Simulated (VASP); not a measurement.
Input of a VASP 6.6.1 run:

Contents of INCAR:

```
PREC     = Accurate       # precision mode
ENCUT    = 500            # plane-wave cutoff, eV
EDIFF    = 1E-7           # SCF threshold, eV
ISMEAR   = 0              # smearing method
SIGMA    = 0.1            # smearing width, eV
LREAL    = False          # projectors in reciprocal space
LASPH    = True           # aspherical terms in the spheres
NELM     = 120            # most SCF steps
ALGO     = Normal         # electronic algorithm
ISIF     = 3              # what is computed and relaxed
LWAVE    = False          # write WAVECAR
LCHARG   = False          # write CHGCAR
GGA      = CA             # functional
IBRION   = 2              # ionic algorithm
NSW      = 100            # ionic steps
EDIFFG   = -0.05          # ionic threshold
GGA_COMPAT= False        
NELMIN   = 4
```

Contents of KPOINTS:

```
regular mesh
0
Gamma
  8 8 8
```

Contents of POSCAR:

```
W
1.0
   -1.5973000000      1.5973000000      1.5973000000
    1.5973000000     -1.5973000000      1.5973000000
    1.5973000000      1.5973000000     -1.5973000000
W
1
Direct
    0.0000000000      0.0000000000      0.0000000000
```

Potentials or basis: VASP PAW LDA potentials, release 64 (W_sv).

Run with:

```bash
$ cat potpaw_LDA.64/W_sv/POTCAR > POTCAR
$ mpirun -np 1 vasp_std > vasp.out
```

(1) What does it give for the relaxed volume?

(2) Predict the band gap on the k mesh.

(3) What does it give for the space group after relaxing (to 0.05 Å)?

Answers

(1) 15.55 Å³/atom.

(2) zero (band 7 reaches 16.89 eV, above the bottom of band 8 at 10.31 eV).

(3) Im-3m (No. 229).

Caveat: spin-orbit coupling is left out, which moves the levels of the heavy elements.
